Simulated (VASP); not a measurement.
Zn, 1 atom in the cell. The structure is cubic, space group Im-3m (No. 229). Conventional cell: a = 3.266 Å, b = 3.266 Å, c = 3.266 Å, α = 90.00°, β = 90.00°, γ = 90.00°. Zn (site symmetry m-3m) has 14 Zn at 2.83 to 3.27 Å within 3.7 Å.  This cell differs from its parent crystal: strained.

```yaml
Program: VASP 6.6.1
Task: single point
Functional: PBE
Potentials_or_basis: VASP PAW PBE potentials, release 64 (Zn)
Cutoff: 520 eV
k_mesh: 18 × 18 × 18
Occupations: gaussian, width 0.1 eV
Spin: no spin polarisation
Dipole_correction: no
Further_INCAR_settings: ALGO = Fast; EDIFF = 1e-06; NBANDS = 12
```

Potentials or basis: VASP PAW PBE potentials, release 64 (Zn).

Run with:

```sh
$ cat potpaw_PBE.64/Zn/POTCAR > POTCAR
$ mpirun -np 1 vasp_std > vasp.out
```

Hardware: 1 thread of Intel(R) Xeon(R) Platinum 8259CL CPU @ 2.50GHz (Skylake/Cascade Lake), with other jobs on the host.

Problem. How long does it take, and how much memory?

Solution. Run time: 22 s on 1 thread of Intel(R) Xeon(R) Platinum 8259CL CPU @ 2.50GHz (Skylake/Cascade Lake) (shared host), peak memory 0.16 GiB. Counts: scf iterations 11, k points 195.
